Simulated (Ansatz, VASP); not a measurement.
**Two plane-wave programs on SrTi2S2**

```
CELL_PARAMETERS angstrom
0.00000 3.77879 0.00000
3.77879 0.00000 0.00000
1.88940 1.88940 -6.39385
ATOMIC_POSITIONS crystal
S 0.36000 0.36000 0.28000
S 0.64000 0.64000 0.72000
Sr 0.00000 0.00000 0.00000
Ti 0.75000 0.25000 0.50000
Ti 0.25000 0.75000 0.50000
```

Alike in both runs: task single point; functional r2SCAN; k mesh 6 × 6 × 6; occupations fermi-dirac, width 0.0181 eV; no spin polarisation; Hubbard terms Ti d U = 2.82 eV.

|  | VASP | Ansatz |
| --- | --- | --- |
| version | VASP 6.6.1 | Ansatz 0.2.0 |
| potentials or method | VASP PAW PBE potentials, release 64 (S, Sr_sv, Ti_sv), cutoff 520 eV | PAW plane waves |
| valence electrons in the cell | 46 | 46 |

|  | VASP | Ansatz | Ansatz less VASP |
| --- | --- | --- | --- |
| pressure (GPa) | 13.4 | 11.9 | -1.54 |
| traceless stress, the component that is largest in VASP (GPa) | -1.07 | -0.62 | +0.450 |
| rms of the force components (eV/Å) | 1.092 | 1.007 | -0.0851 |

VASP's potentials were made for PBE, not for r2SCAN. The programs project onto different local orbitals, so the same U acts differently, and such runs can settle in different states. Atom by atom the forces differ by 0.085 eV/Å (rms over components). Ansatz's warnings: filled band counts differ across k points, structure snapped to symmetry.
